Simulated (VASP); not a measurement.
# Sb (Pm-3m) in VASP: notebook

Sb is run at these levels: r2SCAN; tasks: single point.

Everything below comes from runs of VASP 6.6.1. Logs are shortened: lines on timing, memory, paths and dates and some standing lists are left out, and cuts for length are marked.

**1. The cell of the first run**

Symmetry: Pm-3m, No. 221, cubic system. The conventional cell has a = 3.160 Å, b = 3.160 Å, c = 3.160 Å, α = 90.00°, β = 90.00°, γ = 90.00°. Within 4.2 Å of Sb (site symmetry m-3m) lie 6 Sb at 3.16 Å.

**2. Single point, r2SCAN**

POSCAR

```
Sb
1.0
    3.1600000000      0.0000000000      0.0000000000
    0.0000000000      3.1600000000      0.0000000000
    0.0000000000      0.0000000000      3.1600000000
Sb
1
Direct
    0.0000000000      0.0000000000      0.0000000000
```

INCAR.step1

```
SYSTEM = Sb
PREC = Accurate
ENCUT = 520
ISMEAR = 0
SIGMA = 0.1
LREAL = .False.
LASPH = .True.
NELM = 60
NBANDS = 8
GGA = PE
ALGO = Normal
EDIFF = 1E-4
LWAVE = .True.
LCHARG = .False.
```

INCAR.step2

```
SYSTEM = Sb
PREC = Accurate
ENCUT = 520
EDIFF = 1E-6
ISMEAR = 0
SIGMA = 0.1
LREAL = .False.
LASPH = .True.
NELM = 60
ALGO = Normal
ISIF = 2
LWAVE = .False.
LCHARG = .True.
METAGGA = R2SCAN
LMIXTAU = .True.
LELF = .True.
LVHAR = .True.
NBANDS = 8
ISTART = 1
```

KPOINTS

```
regular mesh
0
Gamma
  6 6 6
  0 0 0
```

Potentials or basis: VASP PAW PBE potentials, release 64 (Sb).

The run is started by

```sh
$ cat potpaw_PBE.64/Sb/POTCAR > POTCAR
$ cp INCAR.step1 INCAR
$ mpirun -np 1 vasp_std > vasp.out
$ cp INCAR.step2 INCAR
$ mpirun -np 1 vasp_std > vasp.out
```

OUTCAR:

```text
SYSTEM = Sb
   PREC = Accurate
   ENCUT = 520
   EDIFF = 1E-6
   ISMEAR = 0
   LREAL = .False.
   LASPH = .True.
   NELM = 60
   ISIF = 2
   METAGGA = R2SCAN
   ISTART = 1

 ion  position               nearest neighbor table
   1  0.000  0.000  0.000-

  LATTYP: Found a simple cubic cell.
 ALAT       =     3.1600000000

  Lattice vectors:

 A1 = (   3.1600000000,   0.0000000000,   0.0000000000)
 A2 = (   0.0000000000,   3.1600000000,   0.0000000000)
 A3 = (   0.0000000000,   0.0000000000,   3.1600000000)

Analysis of symmetry for initial positions (statically):
=====================================================================
 Subroutine PRICEL returns:
 Original cell was already a primitive cell.

 Routine SETGRP: Setting up the symmetry group for a
 simple cubic supercell.

 Subroutine GETGRP returns: Found 48 space group operations
 (whereof 48 operations were pure point group operations)
 out of a pool of 48 trial point group operations.

The static configuration has the point symmetry O_h .

Analysis of symmetry for dynamics (positions and initial velocities):
=====================================================================
 Subroutine PRICEL returns:
 Original cell was already a primitive cell.

 Routine SETGRP: Setting up the symmetry group for a
 simple cubic supercell.

 Subroutine GETGRP returns: Found 48 space group operations
 (whereof 48 operations were pure point group operations)
 out of a pool of 48 trial point group operations.

The dynamic configuration has the point symmetry O_h .

 Subroutine INISYM returns: Found 48 space group operations
 (whereof 48 operations are pure point group operations),
 and found     1 'primitive' translations

----------------------------------------------------------------------------------------

                                     Primitive cell

  volume of cell :      31.5545

  direct lattice vectors                    reciprocal lattice vectors
     3.160000000  0.000000000  0.000000000     0.316455696  0.000000000  0.000000000
     0.000000000  3.160000000  0.000000000     0.000000000  0.316455696  0.000000000
     0.000000000  0.000000000  3.160000000     0.000000000  0.000000000  0.316455696

  length of vectors
     3.160000000  3.160000000  3.160000000     0.316455696  0.316455696  0.316455696

  position of ions in fractional coordinates (direct lattice)
     0.000000000  0.000000000  0.000000000

  ion indices of the primitive-cell ions
   primitive index   ion index
                 1           1

----------------------------------------------------------------------------------------

 KPOINTS: regular mesh

Automatic generation of k-mesh.
 Grid dimensions read from file:
 generate k-points for:    6    6    6

 Generating k-lattice:

  Cartesian coordinates                     Fractional coordinates (reciprocal lattice)
     0.052742616  0.000000000  0.000000000     0.166666667  0.000000000  0.000000000
     0.000000000  0.052742616  0.000000000     0.000000000  0.166666667  0.000000000
     0.000000000  0.000000000  0.052742616     0.000000000  0.000000000  0.166666667

  Length of vectors
     0.052742616  0.052742616  0.052742616

  Shift w.r.t. Gamma in fractional coordinates (k-lattice)
     0.000000000  0.000000000  0.000000000

 Subroutine IBZKPT returns following result:
 ===========================================

 Found     20 irreducible k-points:

 Following reciprocal coordinates:
            Coordinates               Weight
  0.000000  0.000000  0.000000      1.000000
  0.166667  0.000000  0.000000      6.000000
  0.333333  0.000000  0.000000      6.000000
  0.500000  0.000000  0.000000      3.000000
  0.166667  0.166667  0.000000     12.000000
  0.333333  0.166667  0.000000     24.000000
[... 12 lines left out ...]
  0.500000  0.500000  0.333333      6.000000
  0.500000  0.500000  0.500000      1.000000
   k-points           NKPTS =     20   k-points in BZ     NKDIM =     20   number of bands    NBANDS=      8
   number of dos      NEDOS =    301   number of ions     NIONS =      1
   total plane-waves  NPLWV =  13824
   dimension x,y,z NGX =    24 NGY =   24 NGZ =   24
   dimension x,y,z NGXF=    48 NGYF=   48 NGZF=   48
   ions per type =               1
   NGX,Y,Z   is equivalent  to a cutoff of  12.63, 12.63, 12.63 a.u.
   NGXF,Y,Z  is equivalent  to a cutoff of  25.25, 25.25, 25.25 a.u.
 SYSTEM =  Sb
   PREC   = accura    normal or accurate (medium, high low for compatibility)
   ISTART =      1    job   : 0-new  1-cont  2-samecut
   ICHARG =      0    charge: 1-file 2-atom 10-const
   ISPIN  =      1    spin polarized calculation?
   LNONCOLLINEAR =      F non collinear calculations
   LSORBIT =      F    spin-orbit coupling
   LASPH  =      T    aspherical Exc in radial PAW
   ENCUT  =  520.0 eV  38.22 Ry    6.18 a.u.   5.88  5.88  5.88*2*pi/ulx,y,z
   NELM   =     60;   NELMIN=  2; NELMDL=  0     # of ELM steps
   EDIFF  = 0.1E-05   stopping-criterion for ELM
   LREAL  =      F    real-space projection
   EDIFFG = 0.1E-04   stopping-criterion for IOM
   NSW    =      0    number of steps for IOM
   IBRION =     -1    ionic relax: 0-MD 1-quasi-New 2-CG
   NFREE  =      0    steps in history (QN), initial steepest desc. (CG)
   ISIF   =      2    stress and relaxation
   ISYM   =      2    0-nonsym 1-usesym 2-fastsym
   POTIM  = 0.5000    time-step for ionic-motion
   TEBEG  =    0.0;   TEEND  =   0.0 temperature during run
   PSTRESS=    0.0 pullay stress
   NELECT =       5.0000    total number of electrons
   NUPDOWN=      -1.0000    fix difference up-down
   EMIN   =  10.00;   EMAX   =-10.00  energy-range for DOS
   EFERMI =   0.00;   METHOD = LEGACY
   ISMEAR =     0;   SIGMA  =   0.10  broadening in eV -4-tet -1-fermi 0-gaus
   EFERMI_NEDOS =   21; number of points for ismear=-14 and -15
   IALGO  =     38    algorithm
   IMIX   =      4    mixing-type and parameters
     AMIX     =   0.40;   BMIX     =  1.00
     AMIX_MAG =   1.60;   BMIX_MAG =  1.00
  volume/ion in A,a.u.               =      31.55       212.94
  Fermi-wavevector in a.u.,A,eV,Ry     =   0.885886  1.674081 10.677766  0.784794
  Thomas-Fermi vector in A             =   2.006979
   LORBIT       =      0    0 simple, 1 ext, 2 COOP (PROOUT), +10 PAW based schemes
   METAGGA = R2SCAN    functional components
   LHFCALC =     F    Hartree Fock is set to
   AEXX    =    0.0000 exact exchange contribution
   IVDW    =     0    specifies the selected vdW correction
   LEPSILON=     F    determine dielectric tensor
   LRPA    =     F    only Hartree local field effects (RPA)
 non-spin polarized calculation
 Gauss-broadening in eV      SIGMA  =   0.10
  energy-cutoff  :      520.00
  volume of cell :       31.55
 maximum number of plane-waves:       872
 NGX is ok and might be reduce to    24
   NGX = 11   NGY = 11   NGZ = 11

 number of electron       5.0000001 magnetization

 Free energy of the ion-electron system (eV)
  ---------------------------------------------------
  ext. energy  EPLUGINS =         0.00000000
  ---------------------------------------------------
  free energy    TOTEN  =       -25.64693905 eV

  energy without entropy =      -25.64117994  energy(sigma->0) =      -25.64405949

 E-fermi :   6.6138     XC(G=0):  -9.8537

 val. band max:        6.5807592207   @ k =   0.5000   0.3333   0.3333
 cond. band min:       6.6457900597   @ k =   0.1667   0.1667   0.0000
 fundamental gap:      0.0650308390
 Fermi energy:         6.6137989285

 k-point     1 :       0.0000    0.0000    0.0000
  band No.  band energies     occupation
      1      -6.1670      2.00000
      2       9.6617      0.00000
      3       9.6617      0.00000
      4       9.6617      0.00000
      5      13.5721      0.00000
      6      13.5721      0.00000
      7      15.1314      0.00000
      8      24.5173      0.00000

 k-point     2 :       0.1667    0.0000    0.0000
  band No.  band energies     occupation
      1      -5.7704      2.00000
      2       6.4519      1.97795
      3      10.0410      0.00000
      4      10.0410      0.00000
      5      13.8922      0.00000
      6      14.8469      0.00000
      7      17.9582      0.00000
      8      22.1653      0.00000

 k-point     3 :       0.3333    0.0000    0.0000
  band No.  band energies     occupation
      1      -4.6904      2.00000
      2       2.7143      2.00000
      3      10.9783      0.00000
      4      10.9783      0.00000
      5      14.7819      0.00000
      6      16.0025      0.00000
      7      19.4488      0.00000
      8      19.4488      0.00000

 k-point     4 :       0.5000    0.0000    0.0000
  band No.  band energies     occupation
      1      -3.8028      2.00000
      2       0.8946      2.00000
      3      11.6083      0.00000
      4      11.6083      0.00000
      5      15.5639      0.00000
      6      17.5259      0.00000
      7      18.1956      0.00000
      8      18.1956      0.00000

 k-point     5 :       0.1667    0.1667    0.0000
  band No.  band energies     occupation
      1      -5.3733      2.00000
      2       6.6458      0.65096
      3       7.0301      0.00000
      4      10.4220      0.00000
      5      14.6676      0.00000
      6      17.7587      0.00000
      7      17.9005      0.00000
      8      19.7215      0.00000

 k-point     6 :       0.3333    0.1667    0.0000
  band No.  band energies     occupation
      1      -4.2899      2.00000
      2       3.0846      2.00000
      3       7.8363      0.00000
      4      11.3638      0.00000
      5      15.0860      0.00000
      6      15.9678      0.00000
      7      19.1842      0.00000
      8      19.7471      0.00000

 k-point     7 :       0.5000    0.1667    0.0000
  band No.  band energies     occupation
      1      -3.3960      2.00000
      2       1.2606      2.00000
      3       8.5595      0.00000
      4      11.9978      0.00000
      5      13.8185      0.00000
      6      16.8760      0.00000
      7      18.5021      0.00000
      8      18.5170      0.00000
[... 89 lines left out ...]
 k-point    16 :       0.5000    0.5000    0.1667
  band No.  band energies     occupation
      1      -0.8495      2.00000
      2       3.1988      2.00000
      3       3.1988      2.00000
      4       9.4313      0.00000
      5      10.7246      0.00000
      6      16.1672      0.00000
      7      16.1672      0.00000
      8      19.4410      0.00000

 k-point    17 :       0.3333    0.3333    0.3333
  band No.  band energies     occupation
      1      -1.6625      2.00000
      2       5.0940      2.00000
      3       5.0940      2.00000
      4       6.0855      2.00000
      5      12.9044      0.00000
      6      13.7663      0.00000
      7      13.7663      0.00000
      8      19.3596      0.00000

 k-point    18 :       0.5000    0.3333    0.3333
  band No.  band energies     occupation
      1      -0.6908      2.00000
      2       3.4591      2.00000
      3       5.7051      2.00000
      4       6.5808      1.35968
      5      11.5736      0.00000
      6      12.3911      0.00000
      7      14.4273      0.00000
      8      17.6966      0.00000

 k-point    19 :       0.5000    0.5000    0.3333
  band No.  band energies     occupation
      1       0.3671      2.00000
      2       4.0845      2.00000
      3       4.0845      2.00000
      4       6.8519      0.00076
      5      10.5220      0.00000
      6      12.9999      0.00000
      7      12.9999      0.00000
      8      15.9418      0.00000

 k-point    20 :       0.5000    0.5000    0.5000
  band No.  band energies     occupation
      1       1.5762      2.00000
      2       4.6796      2.00000
      3       4.6796      2.00000
      4       4.6796      2.00000
      5      11.6335      0.00000
      6      11.6335      0.00000
      7      11.6335      0.00000
      8      14.0220      0.00000

------------------------ aborting loop because EDIFF is reached ----------------------------------------

  FORCE on cell =-STRESS in cart. coord.  units (eV):
  Direction    XX          YY          ZZ          XY          YZ          ZX
  --------------------------------------------------------------------------------------
  -------------------------------------------------------------------------------------
  Total       -0.5324899     -0.5324899     -0.5324899     -0.0000000      0.0000000     -0.0000000
  in kB      -27.0371358    -27.0371358    -27.0371358     -0.0000000      0.0000000     -0.0000000
  external PRESSURE =     -27.0371358 kB  Pullay stress =       0.0000000 kB

 VOLUME and BASIS-vectors are now :
 -----------------------------------------------------------------------------
  energy-cutoff  :      520.00
  volume of cell :       31.55
      direct lattice vectors                 reciprocal lattice vectors
     3.160000000  0.000000000  0.000000000     0.316455696  0.000000000  0.000000000
     0.000000000  3.160000000  0.000000000     0.000000000  0.316455696  0.000000000
     0.000000000  0.000000000  3.160000000     0.000000000  0.000000000  0.316455696

 POSITION                                       TOTAL-FORCE (eV/Angst)
 -----------------------------------------------------------------------------------
      0.00000      0.00000      0.00000         0.000000      0.000000      0.000000
 -----------------------------------------------------------------------------------
    total drift:                               -0.000000     -0.000000      0.000000

  FREE ENERGIE OF THE ION-ELECTRON SYSTEM (eV)
  ---------------------------------------------------
  free  energy   TOTEN  =       -25.6469390450 eV

  energy  without entropy=      -25.6411799352  energy(sigma->0) =      -25.64405949
```

It took 12 s on 1 thread of Intel Xeon 6975P-C, shared host; peak memory 0.14 GiB.

Results:

```yaml
Free_energy: -25.6469 eV
Pressure: -2.7 GPa
```

Caveat: the PAW data sets were made with another functional, which shifts forces and pressure a little; spin-orbit coupling is left out, which moves the levels of the heavy elements.

**3. Single point, r2SCAN (volume scaled by 0.94)**

POSCAR

```
Sb
1.0
    3.0245038180      0.0000000000      0.0000000000
    0.0000000000      3.0245038180      0.0000000000
    0.0000000000      0.0000000000      3.0245038180
Sb
1
Direct
    0.0000000000      0.0000000000      0.0000000000
```

INCAR.step1

```
  PREC = Accurate
  ENCUT = 520
  ISMEAR = 0
  SIGMA = 0.1
  LREAL = F
  LASPH = T
  NELM = 60
  NBANDS = 8
  GGA = PE
  ALGO = Normal
  EDIFF = 1E-4
  LWAVE = T
  LCHARG = F
```

INCAR.step2

```
  PREC = Accurate
  ENCUT = 520
  EDIFF = 1E-6
  ISMEAR = 0
  SIGMA = 0.1
  LREAL = F
  LASPH = T
  NELM = 60
  ALGO = Normal
  ISIF = 2
  LWAVE = F
  LCHARG = T
  METAGGA = R2SCAN
  LMIXTAU = T
  LELF = T
  LVHAR = T
  NBANDS = 8
  ISTART = 1
```

KPOINTS

```
regular mesh
0
Gamma
  14 14 14
```

Potentials or basis: VASP PAW PBE potentials, release 64 (Sb).

The run is started by

```sh
$ cat potpaw_PBE.64/Sb/POTCAR > POTCAR
$ cp INCAR.step1 INCAR
$ mpirun -np 1 vasp_std > vasp.out
$ cp INCAR.step2 INCAR
$ mpirun -np 1 vasp_std > vasp.out
```

It took 33 s on 1 thread of Intel Xeon 6975P-C, shared host; peak memory 0.15 GiB.

The run converged. Its results:

* Free energy: -25.6232 eV
* Pressure: 4.2 GPa

Levels at points of the mesh, in eV from the Fermi level:
| k point | band 1 | band 2 | band 3 | band 4 | band 5 | band 6 | band 7 |
| --- | --- | --- | --- | --- | --- | --- | --- |
| (0.00, 0.00, 0.00) | -13.60 | 3.65 | 3.65 | 3.65 | 7.32 | 7.32 | 9.66 |
| (0.50, 0.00, 0.00) | -10.73 | -6.42 | 6.06 | 6.06 | 9.55 | 11.56 | 12.22 |
| (0.50, 0.50, 0.00) | -7.60 | -4.14 | -4.14 | 2.19 | 8.61 | 14.14 | 14.25 |
| (0.50, 0.50, 0.50) | -3.94 | -1.96 | -1.96 | -1.96 | 5.06 | 5.06 | 5.06 |

Caveat: the PAW data sets were made with another functional, which shifts forces and pressure a little; spin-orbit coupling is left out, which moves the levels of the heavy elements.
